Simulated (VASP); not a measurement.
# Cu (Fm-3m) in VASP: further runs

Cu is run at these levels: r2SCAN; tasks: single point, relaxation of cell and atoms.

All numbers are computed with VASP 6.6.1; they aren't measurements. Logs are shortened: lines on timing, memory, paths and dates and some standing lists are left out, and cuts for length are marked.

## Step 1: The cell of the first run

Symmetry: Fm-3m, No. 225, cubic system. Conventional cell: a = 3.577 Å, b = 3.577 Å, c = 3.577 Å, α = 90.00°, β = 90.00°, γ = 90.00°. Cu (site symmetry m-3m) has 12 Cu at 2.53 Å within 3.3 Å.

## Step 2: Single point, r2SCAN

POSCAR

```
Cu
1.0
    0.0000000000      1.7887153400      1.7887153400
    1.7887153400      0.0000000000      1.7887153400
    1.7887153400      1.7887153400      0.0000000000
Cu
1
Direct
    0.0000000000      0.0000000000      0.0000000000
```

INCAR.step1

```
SYSTEM = Cu
  ALGO = Normal
  EDIFF = 1E-4
  ENCUT = 520
  GGA = PE
  ISMEAR = 0
  LASPH = .TRUE.
  LCHARG = .FALSE.
  LREAL = .FALSE.
  LWAVE = .TRUE.
  NBANDS = 12
  NELM = 80
  PREC = Accurate
  SIGMA = 0.1
```

INCAR.step2

```
SYSTEM = Cu
  ALGO = Normal
  EDIFF = 1E-7
  ENCUT = 520
  ISIF = 2
  ISMEAR = 0
  ISTART = 1
  LASPH = .TRUE.
  LCHARG = .TRUE.
  LELF = .TRUE.
  LMIXTAU = .TRUE.
  LREAL = .FALSE.
  LVHAR = .TRUE.
  LWAVE = .FALSE.
  METAGGA = R2SCAN
  NBANDS = 12
  NELM = 80
  PREC = Accurate
  SIGMA = 0.1
```

KPOINTS

```
k-points
0
G
  8 8 8
  0 0 0
```

Potentials or basis: VASP PAW PBE potentials, release 64 (Cu).

Run with:

```bash
> cat potpaw_PBE.64/Cu/POTCAR > POTCAR
> cp INCAR.step1 INCAR
> mpirun -np 1 vasp_std > vasp.out
> cp INCAR.step2 INCAR
> mpirun -np 1 vasp_std > vasp.out
```

OUTCAR:

```text
SYSTEM = Cu
   EDIFF = 1E-7
   ENCUT = 520
   ISIF = 2
   ISMEAR = 0
   ISTART = 1
   LASPH = .TRUE.
   LREAL = .FALSE.
   METAGGA = R2SCAN
   NELM = 80
   PREC = Accurate

 ion  position               nearest neighbor table
   1  0.000  0.000  0.000-

  LATTYP: Found a face centered cubic cell.
 ALAT       =     3.5774306800

  Lattice vectors:

 A1 = (   0.0000000000,   1.7887153400,   1.7887153400)
 A2 = (   1.7887153400,   0.0000000000,   1.7887153400)
 A3 = (   1.7887153400,   1.7887153400,   0.0000000000)

Analysis of symmetry for initial positions (statically):
=====================================================================
 Subroutine PRICEL returns:
 Original cell was already a primitive cell.

 Routine SETGRP: Setting up the symmetry group for a
 face centered cubic supercell.

 Subroutine GETGRP returns: Found 48 space group operations
 (whereof 48 operations were pure point group operations)
 out of a pool of 48 trial point group operations.

The static configuration has the point symmetry O_h .

Analysis of symmetry for dynamics (positions and initial velocities):
=====================================================================
 Subroutine PRICEL returns:
 Original cell was already a primitive cell.

 Routine SETGRP: Setting up the symmetry group for a
 face centered cubic supercell.

 Subroutine GETGRP returns: Found 48 space group operations
 (whereof 48 operations were pure point group operations)
 out of a pool of 48 trial point group operations.

The dynamic configuration has the point symmetry O_h .

 Subroutine INISYM returns: Found 48 space group operations
 (whereof 48 operations are pure point group operations),
 and found     1 'primitive' translations

----------------------------------------------------------------------------------------

                                     Primitive cell

  volume of cell :      11.4460

  direct lattice vectors                    reciprocal lattice vectors
     0.000000000  1.788715340  1.788715340    -0.279530224  0.279530224  0.279530224
     1.788715340  0.000000000  1.788715340     0.279530224 -0.279530224  0.279530224
     1.788715340  1.788715340  0.000000000     0.279530224  0.279530224 -0.279530224

  length of vectors
     2.529625493  2.529625493  2.529625493     0.484160551  0.484160551  0.484160551

  position of ions in fractional coordinates (direct lattice)
     0.000000000  0.000000000  0.000000000

  ion indices of the primitive-cell ions
   primitive index   ion index
                 1           1

----------------------------------------------------------------------------------------

 KPOINTS: k-points

Automatic generation of k-mesh.
 Grid dimensions read from file:
 generate k-points for:    8    8    8

 Generating k-lattice:

  Cartesian coordinates                     Fractional coordinates (reciprocal lattice)
    -0.034941278  0.034941278  0.034941278     0.125000000  0.000000000  0.000000000
     0.034941278 -0.034941278  0.034941278     0.000000000  0.125000000  0.000000000
     0.034941278  0.034941278 -0.034941278     0.000000000  0.000000000  0.125000000

  Length of vectors
     0.060520069  0.060520069  0.060520069

  Shift w.r.t. Gamma in fractional coordinates (k-lattice)
     0.000000000  0.000000000  0.000000000

 Subroutine IBZKPT returns following result:
 ===========================================

 Found     29 irreducible k-points:

 Following reciprocal coordinates:
            Coordinates               Weight
  0.000000  0.000000  0.000000      1.000000
  0.125000  0.000000  0.000000      8.000000
  0.250000  0.000000  0.000000      8.000000
  0.375000  0.000000  0.000000      8.000000
  0.500000  0.000000  0.000000      4.000000
  0.125000  0.125000  0.000000      6.000000
[... 16 lines left out ...]
  0.500000  0.250000  0.125000     48.000000
 -0.375000  0.250000  0.125000     24.000000
 [... further k-points ...]
   k-points           NKPTS =     29   k-points in BZ     NKDIM =     29   number of bands    NBANDS=     12
   number of dos      NEDOS =    301   number of ions     NIONS =      1
   total plane-waves  NPLWV =   8000
   dimension x,y,z NGX =    20 NGY =   20 NGZ =   20
   dimension x,y,z NGXF=    40 NGYF=   40 NGZF=   40
   ions per type =               1
   NGX,Y,Z   is equivalent  to a cutoff of  13.14, 13.14, 13.14 a.u.
   NGXF,Y,Z  is equivalent  to a cutoff of  26.29, 26.29, 26.29 a.u.
 SYSTEM =  Cu
   PREC   = accura    normal or accurate (medium, high low for compatibility)
   ISTART =      1    job   : 0-new  1-cont  2-samecut
   ICHARG =      0    charge: 1-file 2-atom 10-const
   ISPIN  =      1    spin polarized calculation?
   LNONCOLLINEAR =      F non collinear calculations
   LSORBIT =      F    spin-orbit coupling
   LASPH  =      T    aspherical Exc in radial PAW
   ENCUT  =  520.0 eV  38.22 Ry    6.18 a.u.   4.70  4.70  4.70*2*pi/ulx,y,z
   NELM   =     80;   NELMIN=  2; NELMDL=  0     # of ELM steps
   EDIFF  = 0.1E-06   stopping-criterion for ELM
   LREAL  =      F    real-space projection
   EDIFFG = 0.1E-05   stopping-criterion for IOM
   NSW    =      0    number of steps for IOM
   IBRION =     -1    ionic relax: 0-MD 1-quasi-New 2-CG
   NFREE  =      0    steps in history (QN), initial steepest desc. (CG)
   ISIF   =      2    stress and relaxation
   ISYM   =      2    0-nonsym 1-usesym 2-fastsym
   POTIM  = 0.5000    time-step for ionic-motion
   TEBEG  =    0.0;   TEEND  =   0.0 temperature during run
   PSTRESS=    0.0 pullay stress
   NELECT =      11.0000    total number of electrons
   NUPDOWN=      -1.0000    fix difference up-down
   EMIN   =  10.00;   EMAX   =-10.00  energy-range for DOS
   EFERMI =   0.00;   METHOD = LEGACY
   ISMEAR =     0;   SIGMA  =   0.10  broadening in eV -4-tet -1-fermi 0-gaus
   EFERMI_NEDOS =   21; number of points for ismear=-14 and -15
   IALGO  =     38    algorithm
   IMIX   =      4    mixing-type and parameters
     AMIX     =   0.40;   BMIX     =  1.00
     AMIX_MAG =   1.60;   BMIX_MAG =  1.00
  volume/ion in A,a.u.               =      11.45        77.24
  Fermi-wavevector in a.u.,A,eV,Ry     =   1.615553  3.052952 35.511354  2.610011
  Thomas-Fermi vector in A             =   2.710282
   LORBIT       =      0    0 simple, 1 ext, 2 COOP (PROOUT), +10 PAW based schemes
   METAGGA = R2SCAN    functional components
   LHFCALC =     F    Hartree Fock is set to
   AEXX    =    0.0000 exact exchange contribution
   IVDW    =     0    specifies the selected vdW correction
   LEPSILON=     F    determine dielectric tensor
   LRPA    =     F    only Hartree local field effects (RPA)
 non-spin polarized calculation
 Gauss-broadening in eV      SIGMA  =   0.10
  energy-cutoff  :      520.00
  volume of cell :       11.45
 maximum number of plane-waves:       331
   NGX =  9   NGY =  9   NGZ =  9

 number of electron      11.0000012 magnetization

 Free energy of the ion-electron system (eV)
  ---------------------------------------------------
  ext. energy  EPLUGINS =         0.00000000
  ---------------------------------------------------
  free energy    TOTEN  =       -10.79294236 eV

  energy without entropy =      -10.78975044  energy(sigma->0) =      -10.79134640

 E-fermi :   7.7218     XC(G=0): -13.9528

 val. band max:        7.6481725754   @ k =   0.5000   0.2500   0.1250
 cond. band min:       7.8992460883   @ k =   0.5000   0.1250   0.0000
 fundamental gap:      0.2510735129
 Fermi energy:         7.7218294052

 k-point     1 :       0.0000    0.0000    0.0000
  band No.  band energies     occupation
      1      -2.1256      2.00000
      2       4.5662      2.00000
      3       4.5663      2.00000
      4       4.5663      2.00000
      5       5.4247      2.00000
      6       5.4247      2.00000
      7      31.4348      0.00000
      8      34.7140      0.00000
      9      34.7140      0.00000
     10      34.7143      0.00000
     11      37.1348      0.00000
     12      37.1348      0.00000

 k-point     2 :       0.1250    0.0000    0.0000
  band No.  band energies     occupation
      1      -1.5273      2.00000
      2       4.4455      2.00000
      3       4.6654      2.00000
      4       4.6655      2.00000
      5       5.3936      2.00000
      6       5.3936      2.00000
      7      27.7204      0.00000
      8      32.2600      0.00000
      9      33.4047      0.00000
     10      33.4049      0.00000
     11      39.1244      0.00000
     12      39.1461      0.00000

 k-point     3 :       0.2500    0.0000    0.0000
  band No.  band energies     occupation
      1       0.1256      2.00000
      2       4.2847      2.00000
      3       4.7260      2.00000
      4       4.7261      2.00000
      5       5.5175      2.00000
      6       5.5177      2.00000
      7      21.0489      0.00000
      8      31.4110      0.00000
      9      32.1366      0.00000
     10      32.1367      0.00000
     11      38.0020      0.00000
     12      38.0021      0.00000
[... 286 lines left out ...]
 k-point    23 :       0.5000    0.2500    0.1250
  band No.  band energies     occupation
      1       2.8609      2.00000
      2       3.9129      2.00000
      3       4.2606      2.00000
      4       5.1351      2.00000
      5       5.7965      2.00000
      6       7.6482      1.70243
      7      16.3555      0.00000
      8      22.1377      0.00000
      9      25.2383      0.00000
     10      33.1458      0.00000
     11      36.8417      0.00000
     12      40.9467      0.00000

 k-point    24 :      -0.3750    0.2500    0.1250
  band No.  band energies     occupation
      1       3.1848      2.00000
      2       3.8944      2.00000
      3       4.4753      2.00000
      4       5.0250      2.00000
      5       5.9850      2.00000
      6       9.9941      0.00000
      7      12.4543      0.00000
      8      22.7888      0.00000
      9      23.4508      0.00000
     10      32.8439      0.00000
     11      36.6849      0.00000
     12      44.5601      0.00000

 [... further k-points ...]
[... 5 lines left out ...]
  --------------------------------------------------------------------------------------
  -------------------------------------------------------------------------------------
  Total        0.1031437      0.1031437      0.1031437     -0.0000000      0.0000000      0.0000000
  in kB       14.4377559     14.4377559     14.4377559     -0.0000000      0.0000000      0.0000000
  external PRESSURE =      14.4377559 kB  Pullay stress =       0.0000000 kB

 VOLUME and BASIS-vectors are now :
 -----------------------------------------------------------------------------
  energy-cutoff  :      520.00
  volume of cell :       11.45
      direct lattice vectors                 reciprocal lattice vectors
     0.000000000  1.788715340  1.788715340    -0.279530224  0.279530224  0.279530224
     1.788715340  0.000000000  1.788715340     0.279530224 -0.279530224  0.279530224
     1.788715340  1.788715340  0.000000000     0.279530224  0.279530224 -0.279530224

 POSITION                                       TOTAL-FORCE (eV/Angst)
 -----------------------------------------------------------------------------------
      0.00000      0.00000      0.00000         0.000000     -0.000000      0.000000
 -----------------------------------------------------------------------------------
    total drift:                                0.000000      0.000000      0.000000

  FREE ENERGIE OF THE ION-ELECTRON SYSTEM (eV)
  ---------------------------------------------------
  free  energy   TOTEN  =       -10.7929423558 eV

  energy  without entropy=      -10.7897504407  energy(sigma->0) =      -10.79134640
```

Wall time 32 s (1 thread of Intel Xeon Platinum 8259CL at 2.50GHz (Skylake/Cascade Lake), shared host); peak memory 0.12 GiB.

What came out:

| Quantity | Value |
| --- | --- |
| Free energy | -10.7929 eV |
| Pressure | 1.4 GPa |

Levels at points of the mesh, in eV from the Fermi level:
| k point | band 3 | band 4 | band 5 | band 6 | band 7 | band 8 | band 9 | band 10 |
| --- | --- | --- | --- | --- | --- | --- | --- | --- |
| (0.00, 0.00, 0.00) | -3.16 | -3.16 | -2.30 | -2.30 | 23.71 | 26.99 | 26.99 | 26.99 |
| (0.50, 0.00, 0.00) | -3.20 | -1.68 | -1.68 | -1.07 | 4.21 | 22.20 | 23.72 | 23.72 |
| (0.50, 0.50, 0.00) | -1.71 | -1.52 | -1.52 | 1.64 | 7.73 | 14.09 | 14.09 | 18.53 |

Caveat: the k points lie up to 0.38 Å⁻¹ apart; the PAW data sets were made with another functional, which shifts forces and pressure a little.

## Step 3: Single point, r2SCAN

POSCAR

```
Cu
1.0
    0.0000000000      1.7883311207      1.7883311207
    1.7883311207      0.0000000000      1.7883311207
    1.7883311207      1.7883311207      0.0000000000
Cu
1
Direct
    0.0000000000      0.0000000000      0.0000000000
```

INCAR.step1

```
ALGO     = Normal         # electronic algorithm
EDIFF    = 1E-4           # SCF threshold, eV
ENCUT    = 520            # plane-wave cutoff, eV
GGA      = PE             # functional
ISMEAR   = 0              # smearing method
LASPH    = T              # aspherical terms in the spheres
LCHARG   = F              # write CHGCAR
LREAL    = F              # projectors in reciprocal space
LWAVE    = T              # write WAVECAR
NBANDS   = 12             # bands
NELM     = 80             # most SCF steps
PREC     = Accurate       # precision mode
SIGMA    = 0.1            # smearing width, eV
```

INCAR.step2

```
ALGO     = Normal         # electronic algorithm
EDIFF    = 1E-6           # SCF threshold, eV
ENCUT    = 520            # plane-wave cutoff, eV
ISIF     = 2              # what is computed and relaxed
ISMEAR   = 0              # smearing method
ISTART   = 1            
LASPH    = T              # aspherical terms in the spheres
LCHARG   = F              # write CHGCAR
LMIXTAU  = T            
LREAL    = F              # projectors in reciprocal space
LWAVE    = F              # write WAVECAR
METAGGA  = R2SCAN         # meta-GGA
NBANDS   = 12             # bands
NELM     = 80             # most SCF steps
PREC     = Accurate       # precision mode
SIGMA    = 0.1            # smearing width, eV
```

KPOINTS

```
k-points
0
Gamma
  20 20 20
```

Potentials or basis: VASP PAW PBE potentials, release 64 (Cu).

Run with:

```bash
> cat potpaw_PBE.64/Cu/POTCAR > POTCAR
> cp INCAR.step1 INCAR
> mpirun -np 1 vasp_std > vasp.out
> cp INCAR.step2 INCAR
> mpirun -np 1 vasp_std > vasp.out
```

It took 2.2 min on 1 thread of Intel Xeon Platinum 8259CL at 2.50GHz (Skylake/Cascade Lake), shared host; peak memory 0.16 GiB.

Results (log left out):

- Free energy: -10.8281 eV
- Pressure: 0.5 GPa

Levels at points of the mesh, in eV from the Fermi level:
| k point | band 2 | band 3 | band 4 | band 5 | band 6 | band 7 | band 8 | band 9 | band 10 | band 11 |
| --- | --- | --- | --- | --- | --- | --- | --- | --- | --- | --- |
| (0.00, 0.00, 0.00) | -3.21 | -3.21 | -3.21 | -2.35 | -2.35 | 23.68 | 26.97 | 26.97 | 26.97 | 29.38 |
| (0.50, 0.00, 0.00) | -3.26 | -3.26 | -1.73 | -1.73 | -1.11 | 4.17 | 22.17 | 23.69 | 23.69 | 26.57 |
| (0.50, 0.50, 0.00) | -4.72 | -1.76 | -1.57 | -1.57 | 1.60 | 7.69 | 14.05 | 14.05 | 18.49 | 21.73 |

Caveat: the PAW data sets were made with another functional, which shifts forces and pressure a little.

## Step 4: Relaxation of cell and atoms, r2SCAN

POSCAR

```
Cu
1.0
    0.0000000000      1.7887153400      1.7887153400
    1.7887153400      0.0000000000      1.7887153400
    1.7887153400      1.7887153400      0.0000000000
Cu
1
Direct
    0.0000000000      0.0000000000      0.0000000000
```

INCAR.step1

```
PREC = Accurate
ENCUT = 600
ISMEAR = 0
SIGMA = 0.1
LREAL = False
LASPH = True
NELM = 60
GGA = PE
ALGO = Normal
EDIFF = 1E-4
LWAVE = True
LCHARG = False
```

INCAR.step2

```
PREC = Accurate
ENCUT = 600
EDIFF = 1E-7
ISMEAR = 0
SIGMA = 0.1
LREAL = False
LASPH = True
NELM = 60
ALGO = Normal
ISIF = 3
LWAVE = False
LCHARG = False
METAGGA = R2SCAN
LMIXTAU = True
IBRION = 2
NSW = 100
EDIFFG = -0.005
ISTART = 1
```

KPOINTS

```
regular mesh
0
Gamma
  20 20 20
```

Run with:

```bash
> cat potpaw_PBE.64/Cu/POTCAR > POTCAR
> cp INCAR.step1 INCAR
> mpirun -np 1 vasp_std > vasp.out
> cp INCAR.step2 INCAR
> mpirun -np 1 vasp_std > vasp.out
```

Run time: 6.3 min. Hardware: 1 thread of Intel Xeon Platinum 8259CL at 2.50GHz (Skylake/Cascade Lake), shared host; peak memory 0.16 GiB.

The run converged. Its results:

```yaml
Free_energy: -10.8285 eV
Relaxed_volume: 11.48 Å³/atom
Relaxed_cell: a = 2.532 Å, b = 2.532 Å, c = 2.532 Å, α = 60.00°, β = 60.00°, γ = 60.00°
Space_group_after_relaxing_to_0.05_Å: Fm-3m (No. 225)
Energy_gained_by_relaxing: 0.1 meV/atom
Ionic_steps: 4
Pressure_after_relaxing: 0.0 GPa
```

Final structure:
```
Cu
1.0
     0.00000    1.79070    1.79070
     1.79070    0.00000    1.79070
     1.79070    1.79070    0.00000
Cu
1
Cartesian
  0.0000 0.0000 0.0000
```

Levels at points of the mesh, in eV from the Fermi level:
```csv
k point,band 4,band 5,band 6,band 7,band 8,band 9
"(0.00, 0.00, 0.00)",-3.19,-2.34,-2.34,23.65,26.90,26.90
"(0.50, 0.00, 0.00)",-1.73,-1.73,-1.10,4.15,22.14,23.63
"(0.50, 0.50, 0.00)",-1.57,-1.57,1.60,7.67,14.02,14.02
```

Caveat: the PAW data sets were made with another functional, which shifts forces and pressure a little.

## Step 5: Summary

| task | cell | k mesh | cutoff (eV) | gap on the mesh (eV) | pressure (GPa) |
| --- | --- | --- | --- | --- | --- |
| single point | a = 2.530 Å, angles 60.0°, 1 atom | 8 × 8 × 8 | 520 | none | 1.4 |
| single point | a = 2.529 Å, angles 60.0°, 1 atom | 20 × 20 × 20 | 520 | none | 0.5 |
| relaxation of cell and atoms | relaxed from a = 2.530 Å, angles 60.0°, 1 atom | 20 × 20 × 20 | 600 | none | 0.0 |

Alike in all rows: level r2SCAN; potentials or basis VASP PAW PBE potentials, release 64 (Cu); no spin polarisation; smearing gaussian 0.1 eV.

Caveats: some runs use coarse meshes; the PAW data sets were made with another functional, which shifts forces and pressure a little.

Total energies depend on the potentials used, so only differences within one code and one set of settings carry meaning.
